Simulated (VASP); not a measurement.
# ZnO (P6_3mc) in VASP: notebook, part 2 of 2

VASP 6.6.1. Earlier steps stand in the parts before.

**3. Single point, r2SCAN (in-plane strain +0.02, then relaxed in part)**

Contents of POSCAR:

```
ZnO
1.0
    3.2998993658      0.0000000000      0.0000000000
   -1.6499496829      2.8577966807      0.0000000000
    0.0000000000      0.0000000000      5.1006171647
Zn O
2 2
Direct
    0.3333333333      0.6666666667      0.4942829850
    0.6666666667      0.3333333333     -0.0057170150
    0.6666666667      0.3333333333      0.3847270150
    0.3333333333      0.6666666667      0.8847270150
```

Contents of INCAR.step1:

```
SYSTEM = ZnO
ALGO     = Normal         ! electronic algorithm
EDIFF    = 1E-4           ! SCF threshold, eV
ENCUT    = 520            ! plane-wave cutoff, eV
GGA      = PE             ! functional
ISMEAR   = 0              ! smearing method
LASPH    = .TRUE.         ! aspherical terms in the spheres
LCHARG   = .FALSE.        ! write CHGCAR
LREAL    = .FALSE.        ! projectors in reciprocal space
LWAVE    = .TRUE.         ! write WAVECAR
NBANDS   = 26             ! bands
NELM     = 100            ! most SCF steps
PREC     = Accurate       ! precision mode
SIGMA    = 0.01           ! smearing width, eV
```

Contents of INCAR.step2:

```
SYSTEM = ZnO
ALGO     = Normal         ! electronic algorithm
EDIFF    = 1E-6           ! SCF threshold, eV
ENCUT    = 520            ! plane-wave cutoff, eV
ISIF     = 2              ! what is computed and relaxed
ISMEAR   = 0              ! smearing method
ISTART   = 1            
LASPH    = .TRUE.         ! aspherical terms in the spheres
LCHARG   = .FALSE.        ! write CHGCAR
LMIXTAU  = .TRUE.       
LREAL    = .FALSE.        ! projectors in reciprocal space
LWAVE    = .FALSE.        ! write WAVECAR
METAGGA  = R2SCAN         ! meta-GGA
NBANDS   = 26             ! bands
NELM     = 100            ! most SCF steps
PREC     = Accurate       ! precision mode
SIGMA    = 0.01           ! smearing width, eV
```

Contents of KPOINTS:

```
k-points
0
G
  8 8 4
  0 0 0
```

Potentials or basis: VASP PAW PBE potentials, release 64 (Zn, O).

On the command line:

```console
$ cat potpaw_PBE.64/Zn/POTCAR potpaw_PBE.64/O/POTCAR > POTCAR
$ cp INCAR.step1 INCAR
$ mpirun -np 1 vasp_std > vasp.out
$ cp INCAR.step2 INCAR
$ mpirun -np 1 vasp_std > vasp.out
```

OUTCAR:

```text
SYSTEM = ZnO
   EDIFF = 1E-6
   ENCUT = 520
   ISIF = 2
   ISMEAR = 0
   ISTART = 1
   LASPH = .TRUE.
   LREAL = .FALSE.
   METAGGA = R2SCAN
   NELM = 100
   PREC = Accurate

 ion  position               nearest neighbor table
   1  0.333  0.667  0.494-   3 1.99   3 1.99   3 1.99   4 1.99
   2  0.667  0.333  0.994-   4 1.99   4 1.99   4 1.99   3 1.99
   3  0.667  0.333  0.385-   1 1.99   1 1.99   1 1.99   2 1.99
   4  0.333  0.667  0.885-   2 1.99   2 1.99   2 1.99   1 1.99

  LATTYP: Found a hexagonal cell.
 ALAT       =     3.2998993658
 C/A-ratio  =     1.5456887012

  Lattice vectors:

 A1 = (   3.2998993658,   0.0000000000,   0.0000000000)
 A2 = (  -1.6499496829,   2.8577966807,   0.0000000000)
 A3 = (   0.0000000000,   0.0000000000,   5.1006171647)

Analysis of symmetry for initial positions (statically):
=====================================================================
 Subroutine PRICEL returns:
 Original cell was already a primitive cell.

 Routine SETGRP: Setting up the symmetry group for a
 hexagonal supercell.

 Subroutine GETGRP returns: Found 12 space group operations
 (whereof  6 operations were pure point group operations)
 out of a pool of 24 trial point group operations.

The static configuration has the point symmetry C_3v.
 The point group associated with its full space group is C_6v.

Analysis of symmetry for dynamics (positions and initial velocities):
=====================================================================
 Subroutine PRICEL returns:
 Original cell was already a primitive cell.

 Routine SETGRP: Setting up the symmetry group for a
 hexagonal supercell.

 Subroutine GETGRP returns: Found 12 space group operations
 (whereof  6 operations were pure point group operations)
 out of a pool of 24 trial point group operations.

The dynamic configuration has the point symmetry C_3v.
 The point group associated with its full space group is C_6v.

 Subroutine INISYM returns: Found 12 space group operations
[... 114 lines left out ...]
   EMIN   =  10.00;   EMAX   =-10.00  energy-range for DOS
   EFERMI =   0.00;   METHOD = LEGACY
   ISMEAR =     0;   SIGMA  =   0.01  broadening in eV -4-tet -1-fermi 0-gaus
   EFERMI_NEDOS =   21; number of points for ismear=-14 and -15
   IALGO  =     38    algorithm
   IMIX   =      4    mixing-type and parameters
     AMIX     =   0.40;   BMIX     =  1.00
     AMIX_MAG =   1.60;   BMIX_MAG =  1.00
  volume/ion in A,a.u.               =      12.03        81.15
  Fermi-wavevector in a.u.,A,eV,Ry     =   1.486360  2.808814 30.058899  2.209267
  Thomas-Fermi vector in A             =   2.599656
   LORBIT       =      0    0 simple, 1 ext, 2 COOP (PROOUT), +10 PAW based schemes
   METAGGA = R2SCAN    functional components
   LHFCALC =     F    Hartree Fock is set to
   AEXX    =    0.0000 exact exchange contribution
   IVDW    =     0    specifies the selected vdW correction
   LEPSILON=     F    determine dielectric tensor
   LRPA    =     F    only Hartree local field effects (RPA)
 non-spin polarized calculation
 Gauss-broadening in eV      SIGMA  =   0.01
  energy-cutoff  :      520.00
  volume of cell :       48.10
 maximum number of plane-waves:      1312
 NGX is ok and might be reduce to    28
   NGX = 13   NGY = 13   NGZ = 19

 number of electron      36.0000012 magnetization

 Free energy of the ion-electron system (eV)
  ---------------------------------------------------
  ext. energy  EPLUGINS =         0.00000000
  ---------------------------------------------------
  free energy    TOTEN  =       -36.29712747 eV

  energy without entropy =      -36.29712747  energy(sigma->0) =      -36.29712747

 E-fermi :   0.8105     XC(G=0): -11.5999

 val. band max:        0.7251261865   @ k =   0.0000   0.0000   0.0000
 cond. band min:       1.9729355780   @ k =   0.0000   0.0000   0.0000
 fundamental gap:      1.2478093915
 Fermi energy:         0.8105026954

 k-point     1 :       0.0000    0.0000    0.0000
  band No.  band energies     occupation
      1     -18.2330      2.00000
      2     -17.5071      2.00000
      3      -5.0295      2.00000
      4      -5.0295      2.00000
      5      -4.8548      2.00000
      6      -4.8547      2.00000
[... 685 lines left out ...]
     25      15.0910      0.00000
     26      15.0910      0.00000

 [... further k-points ...]
[... 5 lines left out ...]
  --------------------------------------------------------------------------------------
  -------------------------------------------------------------------------------------
  Total       -0.9756659     -0.9756659      0.2786628      0.0000000     -0.0000000      0.0000000
  in kB      -32.4980245    -32.4980245      9.2818544      0.0000000     -0.0000000      0.0000000
  external PRESSURE =     -18.5713982 kB  Pullay stress =       0.0000000 kB

 VOLUME and BASIS-vectors are now :
 -----------------------------------------------------------------------------
  energy-cutoff  :      520.00
  volume of cell :       48.10
      direct lattice vectors                 reciprocal lattice vectors
     3.299899366  0.000000000  0.000000000     0.303039544  0.174959962  0.000000000
    -1.649949683  2.857796681  0.000000000     0.000000000  0.349919925  0.000000000
     0.000000000  0.000000000  5.100617165     0.000000000  0.000000000  0.196054706

 POSITION                                       TOTAL-FORCE (eV/Angst)
 -----------------------------------------------------------------------------------
     -0.00000      1.90520      2.52115        -0.000000      0.000000     -0.014740
      1.64995      0.95260      5.07146         0.000000     -0.000000     -0.014740
      1.64995      0.95260      1.96235        -0.000000      0.000000      0.014740
     -0.00000      1.90520      4.51265        -0.000000      0.000000      0.014740
 -----------------------------------------------------------------------------------
    total drift:                                0.000000      0.000000     -0.027467

  FREE ENERGIE OF THE ION-ELECTRON SYSTEM (eV)
  ---------------------------------------------------
  free  energy   TOTEN  =       -36.2971274725 eV

  energy  without entropy=      -36.2971274725  energy(sigma->0) =      -36.29712747
```

OUTCAR.step1:

```text
SYSTEM = ZnO
   EDIFF = 1E-4
   ENCUT = 520
   GGA = PE
   ISMEAR = 0
   LASPH = .TRUE.
   LREAL = .FALSE.
   NELM = 100
[... 926 lines left out ...]
      1.64995      0.95260      5.07146        -0.000000     -0.000000     -0.021239
      1.64995      0.95260      1.96235         0.000000     -0.000000      0.021239
     -0.00000      1.90520      4.51265         0.000000      0.000000      0.021239
 -----------------------------------------------------------------------------------
    total drift:                                0.000000     -0.000000     -0.001019

  FREE ENERGIE OF THE ION-ELECTRON SYSTEM (eV)
  ---------------------------------------------------
  free  energy   TOTEN  =       -17.8220943347 eV

  energy  without entropy=      -17.8220943347  energy(sigma->0) =      -17.82209433
```

It used 270 s of CPU time on 1 thread of AMD EPYC 7R13 Processor (Zen 3) (shared host).

Results:

- Free energy: -36.2971 eV
- Pressure: -1.9 GPa
- Largest force: 0.015 eV/Å
- Band gap on the k mesh: 1.25 eV, direct

Forces in eV/Å, atoms in the order of the input:
```
Zn   0.000  0.000 -0.015
Zn   0.000  0.000 -0.015
O    0.000  0.000  0.015
O    0.000  0.000  0.015
```

Stress tensor (GPa, compression positive):
```
-3.25  0.00  0.00
 0.00 -3.25  0.00
 0.00  0.00  0.93
```

Caveat: the cell differs from its parent crystal (in-plane strain +0.02, then relaxed in part); the PAW data sets were made with another functional, which shifts forces and pressure a little.
